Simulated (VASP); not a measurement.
Ca:

```
Ca
1.0
     0.00000    2.79500    2.79500
     2.79500    0.00000    2.79500
     2.79500    2.79500    0.00000
Ca
1
Direct
  0.00000 0.00000 0.00000
```

| Property | Result |
| --- | --- |
| Program | VASP 6.6.1 |
| Task | relaxation of cell and atoms |
| Functional | PBE |
| Potentials or basis | VASP PAW PBE potentials, release 64 (Ca_sv) |
| Cutoff | 500 eV |
| k mesh | 7 × 7 × 7 |
| Occupations | fermi-dirac, width 0.05 eV |
| Spin | no spin polarisation |

At the start: pressure -0.5 GPa; volume 43.67 Å³/atom.

Problem. Where does the relaxation end?

Solution. Over 3 steps the energy falls by 2.3 meV/atom and the volume is 42.32 Å³/atom (-3.1 %); space group Fm-3m (No. 225, to 0.1 Å) before and after.

Step by step:
```
step  energy change (eV)  largest force (eV/Å)  pressure (GPa)  volume (Å³)
   1              0.0000                0.0000           -0.53        43.67
   2             -0.0020                0.0000           -0.19        42.77
   3             -0.0023                0.0000            0.00        42.32
```

Final structure:
```yaml
crystal:
  lattice:
    - [0.00000, 2.76586, 2.76586]
    - [2.76586, 0.00000, 2.76586]
    - [2.76586, 2.76586, 0.00000]
  atoms:
    - { symbol: Ca, position: [0.00000, 0.00000, 0.00000] }
```
